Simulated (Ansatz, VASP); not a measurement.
# KMgF3: VASP beside Ansatz

The input INCAR:

```
SYSTEM = KMgF3
ALGO = Normal
EDIFF = 1E-6
ENCUT = 520
GGA = PE
ISIF = 2
ISMEAR = 0
LASPH = .TRUE.
LCHARG = .TRUE.
LELF = .TRUE.
LREAL = .FALSE.
LVHAR = .TRUE.
LWAVE = .FALSE.
NBANDS = 24
NELM = 80
PREC = Accurate
SIGMA = 0.05
```

KPOINTS

```
k-points
0
G
  6 6 6
  0 0 0
```

POSCAR

```
KMgF3
1.0
    4.1054770000      0.0000000000      0.0000000000
    0.0000000000      4.1054770000      0.0000000000
    0.0000000000      0.0000000000      4.1054770000
K Mg F
1 1 3
Direct
    0.5000000000      0.5000000000      0.5000000000
    0.0000000000      0.0000000000      0.0000000000
    0.5000000000      0.0000000000      0.0000000000
    0.0000000000      0.5000000000      0.0000000000
    0.0000000000      0.0000000000      0.5000000000
```

Input for Ansatz:

```yaml
crystal:
  lattice:
    - [4.105477, 0.0, 0.0]
    - [0.0, 4.105477, 0.0]
    - [0.0, 0.0, 4.105477]
  atoms:
    - { symbol: K, position: [0.5, 0.5, 0.5] }
    - { symbol: Mg, position: [0.0, 0.0, 0.0] }
    - { symbol: F, position: [0.5, 0.0, 0.0] }
    - { symbol: F, position: [0.0, 0.5, 0.0] }
    - { symbol: F, position: [0.0, 0.0, 0.5] }
basis:
  ecutwfc: 420
kpoints:
  mp_grid: { grid: [6, 6, 6] }
hamiltonian:
  xc: pbe
scf:
  occupations: { method: gaussian, width: 0.05 }
output:
  forces: true
  stress: true
  eigenvalues: true
```

Change from the starting cell: strain +0.030 along x and y, +0.030 along z, atoms carried along.

Alike in both runs: task single point; functional PBE; k mesh 6 × 6 × 6; occupations gaussian, width 0.05 eV; no spin polarisation.

|  | VASP | Ansatz |
| --- | --- | --- |
| version | VASP 6.6.1 | Ansatz 0.2.0 |
| potentials or method | VASP PAW PBE potentials, release 64 (K_sv, Mg, F), cutoff 520 eV | scalar-relativistic, plane waves, PAW |
| valence electrons in the cell | 32 | 40 |

```tsv
	VASP	Ansatz	Ansatz less VASP
gap on the k mesh at the Fermi level (eV)	6.67	6.70	+0.031
least direct gap on the mesh (eV)	6.98	7.01	+0.029
pressure (GPa)	-2.7	-2.3	+0.42
```

With one functional, cell and mesh, what is left measures potentials, basis and numerics. VASP's potentials hold 32 valence electrons a cell and Ansatz's 40, so a difference there can come from the potentials and not from the codes.
